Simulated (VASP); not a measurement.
# Ba (P6_3/mcm) in VASP: single point with PBE

Aim: the single point of Ba with PBE.

Program: VASP 6.6.1. These are calculated values, not measurements. Logs are shortened: lines on timing, memory, paths and dates and some standing lists are left out, and cuts for length are marked.

## 1. The cell of the first run

It takes space group P6_3/mcm (No. 193, hexagonal). Conventional cell: a = 7.210 Å, b = 7.210 Å, c = 8.764 Å, α = 90.00°, β = 90.00°, γ = 120.00°. Ba (site symmetry m2m) has 8 Ba at 3.84 to 4.91 Å within 5.0 Å.

## 2. Single point, PBE

Contents of INCAR:

```
SYSTEM = Ba
ALGO = Normal
EDIFF = 1E-6
ENCUT = 520
GGA = PE
ISIF = 2
ISMEAR = 0
LASPH = .True.
LCHARG = .False.
LREAL = .False.
LWAVE = .False.
NBANDS = 39
NELM = 100
PREC = Accurate
SIGMA = 0.1
```

Contents of KPOINTS:

```
k-points
0
Gamma
  3 3 2
  0 0 0
```

Contents of POSCAR:

```
Ba
1.0
    7.2102533700      0.0000000000      0.0000000000
   -3.6051266900      6.2442625900      0.0000000000
    0.0000000000      0.0000000000      8.7638978300
Ba
6
Direct
    0.6070089200      0.0000000000      0.2500000000
    0.0000000000      0.6070089200      0.2500000000
    0.3929910800      0.3929910800      0.2500000000
    0.3929910800      0.0000000000      0.7500000000
    0.0000000000      0.3929910800      0.7500000000
    0.6070089200      0.6070089200      0.7500000000
```

Potentials or basis: VASP PAW PBE potentials, release 64 (Ba_sv).

The run is started by

```
$ cat potpaw_PBE.64/Ba_sv/POTCAR > POTCAR
$ mpirun -np 1 vasp_std > vasp.out
```

OUTCAR:

```text
SYSTEM = Ba
   EDIFF = 1E-6
   ENCUT = 520
   GGA = PE
   ISIF = 2
   ISMEAR = 0
   LASPH = .True.
   LREAL = .False.
   NELM = 100
   PREC = Accurate

 ion  position               nearest neighbor table
   1  0.607  0.000  0.250-   2 3.84   2 3.84   3 3.84   3 3.84   4 4.65   4 4.65
   2  0.000  0.607  0.250-   3 3.84   1 3.84   3 3.84   1 3.84   5 4.65   5 4.65
   3  0.393  0.393  0.250-   2 3.84   2 3.84   1 3.84   1 3.84   6 4.65   6 4.65
   4  0.393  0.000  0.750-   5 3.84   5 3.84   6 3.84   6 3.84   1 4.65   1 4.65
   5  0.000  0.393  0.750-   6 3.84   4 3.84   6 3.84   4 3.84   2 4.65   2 4.65
   6  0.607  0.607  0.750-   5 3.84   5 3.84   4 3.84   4 3.84   3 4.65   3 4.65

  LATTYP: Found a hexagonal cell.
 ALAT       =     7.2102533700
 C/A-ratio  =     1.2154770963

  Lattice vectors:

 A1 = (   7.2102533700,   0.0000000000,   0.0000000000)
 A2 = (  -3.6051266900,   6.2442625900,   0.0000000000)
 A3 = (   0.0000000000,   0.0000000000,   8.7638978300)

Analysis of symmetry for initial positions (statically):
=====================================================================
 Subroutine PRICEL returns:
 Original cell was already a primitive cell.

 Routine SETGRP: Setting up the symmetry group for a
 hexagonal supercell.

 Subroutine GETGRP returns: Found 24 space group operations
 (whereof 12 operations were pure point group operations)
 out of a pool of 24 trial point group operations.

The static configuration has the point symmetry D_3d.
 The point group associated with its full space group is D_6h.

Analysis of symmetry for dynamics (positions and initial velocities):
=====================================================================
 Subroutine PRICEL returns:
 Original cell was already a primitive cell.

 Routine SETGRP: Setting up the symmetry group for a
 hexagonal supercell.

 Subroutine GETGRP returns: Found 24 space group operations
 (whereof 12 operations were pure point group operations)
 out of a pool of 24 trial point group operations.

The dynamic configuration has the point symmetry D_3d.
 The point group associated with its full space group is D_6h.

 Subroutine INISYM returns: Found 24 space group operations
 (whereof 12 operations are pure point group operations),
 and found     1 'primitive' translations

----------------------------------------------------------------------------------------

                                     Primitive cell

  volume of cell :     394.5745

  direct lattice vectors                    reciprocal lattice vectors
     7.210253370  0.000000000  0.000000000     0.138691381  0.080073506  0.000000000
    -3.605126690  6.244262590  0.000000000     0.000000000  0.160147013  0.000000000
     0.000000000  0.000000000  8.763897830     0.000000000  0.000000000  0.114104479

  length of vectors
     7.210253370  7.210253376  8.763897830     0.160147013  0.160147013  0.114104479

  position of ions in fractional coordinates (direct lattice)
     0.607008920  0.000000000  0.250000000
     1.000000000  0.607008920  0.250000000
     0.392991080  0.392991080  0.250000000
     0.392991080  0.000000000  0.750000000
     1.000000000  0.392991080  0.750000000
     0.607008920  0.607008920  0.750000000

  ion indices of the primitive-cell ions
   primitive index   ion index
                 1           1
                 2           2
                 3           3
                 4           4
                 5           5
                 6           6

----------------------------------------------------------------------------------------

 KPOINTS: k-points

Automatic generation of k-mesh.
 Grid dimensions read from file:
 generate k-points for:    3    3    2

 Generating k-lattice:

  Cartesian coordinates                     Fractional coordinates (reciprocal lattice)
     0.046230460  0.026691169  0.000000000     0.333333333 -0.000000000  0.000000000
     0.000000000  0.053382338  0.000000000     0.000000000  0.333333333  0.000000000
     0.000000000  0.000000000  0.057052240     0.000000000  0.000000000  0.500000000

  Length of vectors
     0.053382338  0.053382338  0.057052240

  Shift w.r.t. Gamma in fractional coordinates (k-lattice)
     0.000000000  0.000000000  0.000000000

 Subroutine IBZKPT returns following result:
 ===========================================

 Found      6 irreducible k-points:

 Following reciprocal coordinates:
            Coordinates               Weight
  0.000000  0.000000  0.000000      1.000000
  0.333333  0.000000  0.000000      6.000000
  0.333333  0.333333  0.000000      2.000000
  0.000000  0.000000  0.500000      1.000000
  0.333333  0.000000  0.500000      6.000000
  0.333333  0.333333  0.500000      2.000000
   k-points           NKPTS =      6   k-points in BZ     NKDIM =      6   number of bands    NBANDS=     39
   number of dos      NEDOS =    301   number of ions     NIONS =      6
   total plane-waves  NPLWV = 204120
   dimension x,y,z NGX =    54 NGY =   54 NGZ =   70
   dimension x,y,z NGXF=   108 NGYF=  108 NGZF=  140
   ions per type =               6
   NGX,Y,Z   is equivalent  to a cutoff of  12.45, 12.45, 13.28 a.u.
   NGXF,Y,Z  is equivalent  to a cutoff of  24.90, 24.90, 26.56 a.u.
 SYSTEM =  Ba
   PREC   = accura    normal or accurate (medium, high low for compatibility)
   ISTART =      0    job   : 0-new  1-cont  2-samecut
   ICHARG =      2    charge: 1-file 2-atom 10-const
   ISPIN  =      1    spin polarized calculation?
   LNONCOLLINEAR =      F non collinear calculations
   LSORBIT =      F    spin-orbit coupling
   LASPH  =      T    aspherical Exc in radial PAW
   ENCUT  =  520.0 eV  38.22 Ry    6.18 a.u.  13.41 13.41 16.30*2*pi/ulx,y,z
   NELM   =    100;   NELMIN=  2; NELMDL= -5     # of ELM steps
   EDIFF  = 0.1E-05   stopping-criterion for ELM
   LREAL  =      F    real-space projection
   EDIFFG = 0.1E-04   stopping-criterion for IOM
   NSW    =      0    number of steps for IOM
   IBRION =     -1    ionic relax: 0-MD 1-quasi-New 2-CG
   NFREE  =      0    steps in history (QN), initial steepest desc. (CG)
   ISIF   =      2    stress and relaxation
   ISYM   =      2    0-nonsym 1-usesym 2-fastsym
   POTIM  = 0.5000    time-step for ionic-motion
   TEBEG  =    0.0;   TEEND  =   0.0 temperature during run
   PSTRESS=    0.0 pullay stress
   NELECT =      60.0000    total number of electrons
   NUPDOWN=      -1.0000    fix difference up-down
   EMIN   =  10.00;   EMAX   =-10.00  energy-range for DOS
   EFERMI =   0.00;   METHOD = LEGACY
   ISMEAR =     0;   SIGMA  =   0.10  broadening in eV -4-tet -1-fermi 0-gaus
   EFERMI_NEDOS =   21; number of points for ismear=-14 and -15
   IALGO  =     38    algorithm
   IMIX   =      4    mixing-type and parameters
     AMIX     =   0.40;   BMIX     =  1.00
     AMIX_MAG =   1.60;   BMIX_MAG =  1.00
  volume/ion in A,a.u.               =      65.76       443.79
  Fermi-wavevector in a.u.,A,eV,Ry     =   0.873807  1.651256 10.388577  0.763539
  Thomas-Fermi vector in A             =   1.993250
   LORBIT       =      0    0 simple, 1 ext, 2 COOP (PROOUT), +10 PAW based schemes
   GGA     = PE    functional components
   LHFCALC =     F    Hartree Fock is set to
   AEXX    =    0.0000 exact exchange contribution
   IVDW    =     0    specifies the selected vdW correction
   LEPSILON=     F    determine dielectric tensor
   LRPA    =     F    only Hartree local field effects (RPA)
 non-spin polarized calculation
 Gauss-broadening in eV      SIGMA  =   0.10
  energy-cutoff  :      520.00
  volume of cell :      394.57
 maximum number of plane-waves:     10664
 NGX is ok and might be reduce to    54
   NGX = 27   NGY = 27   NGZ = 33

 number of electron      59.9999999 magnetization

 Free energy of the ion-electron system (eV)
  ---------------------------------------------------
  ext. energy  EPLUGINS =         0.00000000
  ---------------------------------------------------
  free energy    TOTEN  =        -9.39101190 eV

  energy without entropy =       -9.34795321  energy(sigma->0) =       -9.36948256

 E-fermi :   1.4340     XC(G=0):  -7.1960

 val. band max:        1.3632138359   @ k =   0.3333   0.3333   0.0000
 cond. band min:       1.4777189982   @ k =   0.3333   0.0000   0.0000
 fundamental gap:      0.1145051623
 Fermi energy:         1.4340366038

 k-point     1 :       0.0000    0.0000    0.0000
  band No.  band energies     occupation
      1     -27.5858      2.00000
      2     -27.5749      2.00000
      3     -27.4596      2.00000
      4     -27.4596      2.00000
      5     -27.4534      2.00000
      6     -27.4534      2.00000
[... 31 lines left out ...]
     38       2.7883      0.00000
     39       2.7952      0.00000

 k-point     2 :       0.3333    0.0000    0.0000
  band No.  band energies     occupation
      1     -27.5585      2.00000
      2     -27.5486      2.00000
      3     -27.4865      2.00000
      4     -27.4792      2.00000
      5     -27.4611      2.00000
      6     -27.4548      2.00000
[... 31 lines left out ...]
     38       2.6225      0.00000
     39       2.8073      0.00000

 k-point     3 :       0.3333    0.3333    0.0000
  band No.  band energies     occupation
      1     -27.5220      2.00000
      2     -27.5220      2.00000
      3     -27.5133      2.00000
      4     -27.5133      2.00000
      5     -27.4629      2.00000
      6     -27.4562      2.00000
[... 31 lines left out ...]
     38       2.8143      0.00000
     39       2.8147      0.00000

 k-point     4 :       0.0000    0.0000    0.5000
  band No.  band energies     occupation
      1     -27.5804      2.00000
      2     -27.5804      2.00000
      3     -27.4565      2.00000
      4     -27.4565      2.00000
      5     -27.4565      2.00000
      6     -27.4565      2.00000
[... 31 lines left out ...]
     38       2.2744      0.00000
     39       2.2744      0.00000

 k-point     5 :       0.3333    0.0000    0.5000
  band No.  band energies     occupation
      1     -27.5536      2.00000
      2     -27.5536      2.00000
      3     -27.4829      2.00000
      4     -27.4829      2.00000
      5     -27.4580      2.00000
      6     -27.4580      2.00000
[... 31 lines left out ...]
     38       2.4618      0.00000
     39       2.7198      0.00000

 k-point     6 :       0.3333    0.3333    0.5000
  band No.  band energies     occupation
      1     -27.5177      2.00000
      2     -27.5177      2.00000
      3     -27.5177      2.00000
      4     -27.5177      2.00000
      5     -27.4595      2.00000
      6     -27.4595      2.00000
[... 31 lines left out ...]
     38       2.6939      0.00000
     39       2.6939      0.00000

------------------------ aborting loop because EDIFF is reached ----------------------------------------

  FORCE on cell =-STRESS in cart. coord.  units (eV):
  Direction    XX          YY          ZZ          XY          YZ          ZX
  --------------------------------------------------------------------------------------
  -------------------------------------------------------------------------------------
  Total        5.9799893      5.9799893     -7.0802794     -0.0000000      0.0000000     -0.0000000
  in kB       24.2818625     24.2818625    -28.7496121     -0.0000000      0.0000000     -0.0000000
  external PRESSURE =       6.6047043 kB  Pullay stress =       0.0000000 kB

 VOLUME and BASIS-vectors are now :
 -----------------------------------------------------------------------------
  energy-cutoff  :      520.00
  volume of cell :      394.57
      direct lattice vectors                 reciprocal lattice vectors
     7.210253370  0.000000000  0.000000000     0.138691381  0.080073506  0.000000000
    -3.605126690  6.244262590  0.000000000     0.000000000  0.160147013  0.000000000
     0.000000000  0.000000000  8.763897830     0.000000000  0.000000000  0.114104479

 POSITION                                       TOTAL-FORCE (eV/Angst)
 -----------------------------------------------------------------------------------
      4.37669      0.00000      2.19097         0.705786      0.000000     -0.000000
     -2.18834      3.79032      2.19097        -0.352893      0.611229     -0.000000
      1.41678      2.45394      2.19097        -0.352893     -0.611229      0.000000
      2.83357      0.00000      6.57292        -0.705786      0.000000      0.000000
     -1.41678      2.45394      6.57292         0.352893     -0.611229      0.000000
      2.18834      3.79032      6.57292         0.352893      0.611229     -0.000000
 -----------------------------------------------------------------------------------
    total drift:                                0.000000     -0.000000      0.000000

  FREE ENERGIE OF THE ION-ELECTRON SYSTEM (eV)
  ---------------------------------------------------
  free  energy   TOTEN  =        -9.3910119023 eV

  energy  without entropy=       -9.3479532133  energy(sigma->0) =       -9.36948256
```

Run time: 58 s. Hardware: 1 thread of Intel Xeon 6975P-C (Granite Rapids), shared host; peak memory 0.48 GiB.

Results:

* Free energy: -9.3910 eV
* Pressure: 0.7 GPa
* Largest force: 0.706 eV/Å
* Band gap on the k mesh: zero (band 30 reaches 1.80 eV, above the bottom of band 31 at 1.19 eV)

Forces in eV/Å, atoms in the order of the input:
```
Ba   0.706  0.000  0.000
Ba  -0.353  0.611  0.000
Ba  -0.353 -0.611  0.000
Ba  -0.706  0.000  0.000
Ba   0.353 -0.611  0.000
Ba   0.353  0.611  0.000
```

Caveat: spin-orbit coupling is left out, which moves the levels of the heavy elements.
